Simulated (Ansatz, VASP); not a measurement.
HfN in VASP and in Ansatz

```
Hf N
1.0
     0.00000    2.28159    2.25900
     2.28159    0.00000    2.25900
     2.28159    2.28159    0.00000
Hf N
1 1
Direct
  0.00000 0.00000 0.00000
  0.50000 0.50000 0.50000
```

Change from the starting cell: equal xx and yy strain of +1 %.

Alike in both runs: task single point; functional PBE; k mesh 10 × 10 × 10; occupations fermi-dirac, width 0.03 eV; no spin polarisation.

```csv
,VASP,Ansatz
version,VASP 6.6.1,Ansatz 0.2.0
potentials or method,"VASP PAW PBE potentials, release 64 (Hf_pv, N), cutoff 520 eV","all-electron LAPW, scalar-relativistic"
```

```csv
,VASP,Ansatz,Ansatz less VASP
pressure (GPa),-2.3,0.1,+2.38
"traceless stress, the component that is largest in VASP (GPa)",2.58,2.66,+0.082
```

Ansatz ran all-electron here, and VASP with PAW potentials.

Neither program's run includes spin-orbit coupling.
